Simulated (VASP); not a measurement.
# GaP (F-43m) in VASP: G0W0 quasiparticle levels with PBE

Aim: the G0W0 quasiparticle levels of GaP with PBE.

Everything below comes from runs of VASP 6.6.1. Logs are shortened: lines on timing, memory, paths and dates and some standing lists are left out, and cuts for length are marked.

### 1 The cell of the first run

It takes space group F-43m (No. 216, cubic). Conventional cell: a = 5.451 Å, b = 5.451 Å, c = 5.451 Å, α = 90.00°, β = 90.00°, γ = 90.00°. Within 3.1 Å of Ga (site symmetry -43m) lie 4 P at 2.36 Å. P (site symmetry -43m) has 4 Ga at 2.36 Å within 3.1 Å.

### 2 G0W0 quasiparticle levels, PBE

Contents of POSCAR:

```
GaP
1.0
    0.0000000000      2.7254096970      2.7254096970
    2.7254096970      0.0000000000      2.7254096970
    2.7254096970      2.7254096970      0.0000000000
Ga P
1 1
Direct
    0.0000000000      0.0000000000      0.0000000000
    0.2500000000      0.2500000000      0.2500000000
```

Contents of INCAR.step1:

```
PREC     = Accurate       # precision mode
ENCUT    = 500            # plane-wave cutoff, eV
EDIFF    = 1E-8           # SCF threshold, eV
ISMEAR   = 0              # smearing method
SIGMA    = 0.01           # smearing width, eV
LREAL    = False          # projectors in reciprocal space
LASPH    = True           # aspherical terms in the spheres
NELM     = 80             # most SCF steps
ALGO     = Normal         # electronic algorithm
LWAVE    = True           # write WAVECAR
LCHARG   = False          # write CHGCAR
GGA      = PE             # functional
```

Contents of INCAR.step2:

```
PREC     = Accurate       # precision mode
ENCUT    = 500            # plane-wave cutoff, eV
EDIFF    = 1E-8           # SCF threshold, eV
ISMEAR   = 0              # smearing method
SIGMA    = 0.01           # smearing width, eV
LREAL    = False          # projectors in reciprocal space
LASPH    = True           # aspherical terms in the spheres
NELM     = 1              # most SCF steps
ALGO     = Exact          # electronic algorithm
LWAVE    = True           # write WAVECAR
LCHARG   = False          # write CHGCAR
GGA      = PE             # functional
NBANDS   = 309            # bands
LOPTICS  = True           # frequency-dependent dielectric function
ISTART   = 1
```

Contents of INCAR.step3:

```
PREC     = Accurate       # precision mode
ENCUT    = 500            # plane-wave cutoff, eV
EDIFF    = 1E-8           # SCF threshold, eV
ISMEAR   = 0              # smearing method
SIGMA    = 0.01           # smearing width, eV
LREAL    = False          # projectors in reciprocal space
LASPH    = True           # aspherical terms in the spheres
ALGO     = EVGW0          # electronic algorithm
LWAVE    = False          # write WAVECAR
LCHARG   = False          # write CHGCAR
GGA      = PE             # functional
NELMGW   = 1            
NBANDS   = 309            # bands
ENCUTGW  = 200            # cutoff of the response function
NOMEGA   = 48             # frequency points
PRECFOCK = Fast         
ISTART   = 1            
NBANDSGW = 17
```

Contents of KPOINTS:

```
regular mesh
0
Gamma
  6 6 6
```

Potentials or basis: VASP PAW PBE potentials, release 64 (Ga_d_GW, P_GW).

Started as:

```
$ cat potpaw_PBE.64/Ga_d_GW/POTCAR potpaw_PBE.64/P_GW/POTCAR > POTCAR
$ cp INCAR.step1 INCAR
$ mpirun -np 1 vasp_std > vasp.out
$ cp INCAR.step2 INCAR
$ mpirun -np 1 vasp_std > vasp.out
$ cp INCAR.step3 INCAR
$ mpirun -np 1 vasp_std > vasp.out
```

OUTCAR:

```text
PREC = Accurate
   ENCUT = 500
   EDIFF = 1E-8
   ISMEAR = 0
   LREAL = False
   LASPH = True
   GGA = PE
   NELMGW = 1
   ENCUTGW = 200
   PRECFOCK = Fast
   ISTART = 1

 ion  position               nearest neighbor table
   1  0.000  0.000  0.000-   2 2.36   2 2.36   2 2.36   2 2.36
   2  0.250  0.250  0.250-   1 2.36   1 2.36   1 2.36   1 2.36

  LATTYP: Found a face centered cubic cell.
 ALAT       =     5.4508193940

  Lattice vectors:

 A1 = (   0.0000000000,   2.7254096970,   2.7254096970)
 A2 = (   2.7254096970,   0.0000000000,   2.7254096970)
 A3 = (   2.7254096970,   2.7254096970,   0.0000000000)

Analysis of symmetry for initial positions (statically):
=====================================================================
 Subroutine PRICEL returns:
 Original cell was already a primitive cell.

 Routine SETGRP: Setting up the symmetry group for a
 face centered cubic supercell.

 Subroutine GETGRP returns: Found 24 space group operations
 (whereof 24 operations were pure point group operations)
 out of a pool of 48 trial point group operations.

The static configuration has the point symmetry T_d .

Analysis of symmetry for dynamics (positions and initial velocities):
=====================================================================
 Subroutine PRICEL returns:
 Original cell was already a primitive cell.

 Routine SETGRP: Setting up the symmetry group for a
 face centered cubic supercell.

 Subroutine GETGRP returns: Found 24 space group operations
 (whereof 24 operations were pure point group operations)
 out of a pool of 48 trial point group operations.

The dynamic configuration has the point symmetry T_d .

 Subroutine INISYM returns: Found 24 space group operations
 (whereof 24 operations are pure point group operations),
 and found     1 'primitive' translations

----------------------------------------------------------------------------------------

                                     Primitive cell

  volume of cell :      40.4879

  direct lattice vectors                    reciprocal lattice vectors
     0.000000000  2.725409697  2.725409697    -0.183458656  0.183458656  0.183458656
     2.725409697  0.000000000  2.725409697     0.183458656 -0.183458656  0.183458656
[... 46 lines left out ...]
  0.166667  0.166667  0.000000      6.000000
  0.333333  0.166667  0.000000     24.000000
[... 8 lines left out ...]
 -0.333333  0.333333  0.166667     24.000000
 -0.333333  0.500000  0.166667     12.000000
   k-points           NKPTS =     16   k-points in BZ     NKDIM =    216   number of bands    NBANDS=    309
   number of dos      NEDOS =    301   number of ions     NIONS =      2
   total plane-waves  NPLWV =  21952
   dimension x,y,z NGX =    28 NGY =   28 NGZ =   28
   dimension x,y,z NGXF=    56 NGYF=   56 NGZF=   56
   ions per type =               1   1
   NGX,Y,Z   is equivalent  to a cutoff of  12.08, 12.08, 12.08 a.u.
   NGXF,Y,Z  is equivalent  to a cutoff of  24.15, 24.15, 24.15 a.u.
 SYSTEM =  unknown system
   PREC   = accura    normal or accurate (medium, high low for compatibility)
   ISTART =      1    job   : 0-new  1-cont  2-samecut
   ICHARG =      0    charge: 1-file 2-atom 10-const
   ISPIN  =      1    spin polarized calculation?
   LNONCOLLINEAR =      F non collinear calculations
   LSORBIT =      F    spin-orbit coupling
   LASPH  =      T    aspherical Exc in radial PAW
   ENCUT  =  500.0 eV  36.75 Ry    6.06 a.u.   7.03  7.03  7.03*2*pi/ulx,y,z
   NELM   =     60;   NELMIN=  2; NELMDL=  0     # of ELM steps
   EDIFF  = 0.1E-07   stopping-criterion for ELM
   LREAL  =      F    real-space projection
   EDIFFG = 0.1E-06   stopping-criterion for IOM
   NSW    =      0    number of steps for IOM
   IBRION =     -1    ionic relax: 0-MD 1-quasi-New 2-CG
   NFREE  =      0    steps in history (QN), initial steepest desc. (CG)
   ISIF   =      0    stress and relaxation
   ISYM   =      3    0-nonsym 1-usesym 2-fastsym
   POTIM  = 0.5000    time-step for ionic-motion
   TEBEG  =    0.0;   TEEND  =   0.0 temperature during run
   PSTRESS=    0.0 pullay stress
   NELECT =      18.0000    total number of electrons
   NUPDOWN=      -1.0000    fix difference up-down
   EMIN   =  10.00;   EMAX   =-10.00  energy-range for DOS
   EFERMI =   0.00;   METHOD = LEGACY
   ISMEAR =     0;   SIGMA  =   0.01  broadening in eV -4-tet -1-fermi 0-gaus
   EFERMI_NEDOS =   21; number of points for ismear=-14 and -15
   IALGO  =     38    algorithm
   IMIX   =      4    mixing-type and parameters
     AMIX     =   0.40;   BMIX     =  1.00
     AMIX_MAG =   1.60;   BMIX_MAG =  1.00
  volume/ion in A,a.u.               =      20.24       136.61
  Fermi-wavevector in a.u.,A,eV,Ry     =   1.249464  2.361145 21.240887  1.561161
  Thomas-Fermi vector in A             =   2.383504
   LORBIT       =      0    0 simple, 1 ext, 2 COOP (PROOUT), +10 PAW based schemes
   GGA     = PE    functional components
   LHFCALC =     T    Hartree Fock is set to
   PRECFOCK=fast      Normal, Fast or Accurate (Low or Medium for compatibility)
   ENCUT4O =  -1.0   cutoff for four orbital integrals eV
   NKREDX  =     1    reduce k-point grid by
   NKREDY  =     1    reduce k-point grid by
   NKREDZ  =     1    reduce k-point grid by
   AEXX    =    1.0000 exact exchange contribution
   HFSCREEN=    0.0000 screening length (either q_TF or 0.3 A-1)
   HFSCREENC=   0.0000 screening length for correlation (either q_TF or 0.3 A-1)
   ENCUTFOCK=  -1.0 apply spherical cutoff to Coloumb kernel
   IVDW    =     0    specifies the selected vdW correction
   LEPSILON=     F    determine dielectric tensor
   LRPA    =     F    only Hartree local field effects (RPA)
   LRPAFORCE           =     F    calculate RPA forces
   ENCUTGW             = 200.0    cutoff for response function in eV
   ENCUTGWSOFT         = 160.0    soft cutoff for Coulomb kernel in GW response function in eV
   ENCUTLF             =  -1.0    cutoff for local field effects
   NELMGW              =     1    number of iterations in solving QP/BSE equation
   NELMHF              =     1    number of iterations in the inner HF iteration
   NKREDLFX            =     1    NKREDLFY  =   1   NKREDLFZ  =   1
 non-spin polarized calculation
 Gauss-broadening in eV      SIGMA  =   0.01
  energy-cutoff  :      500.00
  volume of cell :       40.49
 maximum number of plane-waves:      1056
  NGX = 16; NGY = 16; NGZ = 16
   NGX = 13   NGY = 13   NGZ = 13
 maximum number of plane-waves:       274

 QP shifts <psi_nk| G(iteration)W_0 |psi_nk>: iteration 1
 for sc-GW calculations column KS-energies equals QP-energies in previous step
 and V_xc(KS)=  KS-energies - (<T + V_ion + V_H > + <T+V_H+V_ion>^1  + <V_x>^1)

 k-point   1 :       0.0000    0.0000    0.0000
  band No.  KS-energies  QP-energies   sigma(KS)   V_xc(KS)     V^pw_x(r,r')   Z            occupation Imag(sigma)

      1     -10.1887     -12.3914     -24.9195     -21.6802     -34.9955       0.6800       2.0000       0.1635
      2     -10.1887     -12.3914     -24.9195     -21.6802     -34.9955       0.6800       2.0000       0.1635
      3     -10.1887     -12.3914     -24.9195     -21.6802     -34.9955       0.6800       2.0000       0.1635
      4     -10.0896     -12.3301     -25.0801     -21.8047     -35.1367       0.6841       2.0000       0.1323
      5     -10.0896     -12.3301     -25.0801     -21.8047     -35.1367       0.6841       2.0000       0.1323
      6      -8.1284      -8.6955     -12.2520     -11.3649     -18.6842       0.6393       2.0000       0.9710
[... 311 lines left out ...]
      3     -10.1294     -12.3567     -25.0223     -21.7719     -35.1090       0.6852       2.0000       0.1561
      4     -10.1104     -12.3362     -25.0325     -21.7675     -35.0909       0.6817       2.0000       0.1379
      5     -10.0769     -12.3251     -25.0968     -21.8260     -35.1667       0.6874       2.0000       0.1307
      6      -5.0976      -5.7429     -13.7516     -12.8107     -19.2782       0.6858       2.0000       0.6241
[... 9 lines left out ...]
     16      17.8878      18.0469     -10.8716     -11.0886      -4.0076       0.7332       0.0000      -0.6758
     17      18.1145      18.1162     -10.4455     -10.4477      -3.8652       0.7428       0.0000      -0.6747
```

OUTCAR.step1:

```text
PREC = Accurate
   ENCUT = 500
   EDIFF = 1E-8
   ISMEAR = 0
   LREAL = False
[... 466 lines left out ...]
      0.00000      0.00000      0.00000         0.000000      0.000000      0.000000
      1.36270      1.36270      1.36270        -0.000000     -0.000000     -0.000000
 -----------------------------------------------------------------------------------
    total drift:                                0.000011      0.000011      0.000011

  FREE ENERGIE OF THE ION-ELECTRON SYSTEM (eV)
  ---------------------------------------------------
  free  energy   TOTEN  =        -9.0848844057 eV

  energy  without entropy=       -9.0848844057  energy(sigma->0) =       -9.08488441
```

It took 70 min on 1 thread of Intel Xeon 8259CL, shared host; peak memory 1.7 GiB.

Results:

```yaml
Quasiparticle_gap: 2.23 eV
Least_direct_quasiparticle_gap: 2.71 eV
Band_gap_of_the_starting_levels_on_the_mesh: 1.65 eV
Least_direct_gap_of_the_starting_levels_on_the_mesh: 1.82 eV
```

Caveat: bands, screening cutoff and mesh are small and nothing is extrapolated, so the quasiparticle values aren't converged.
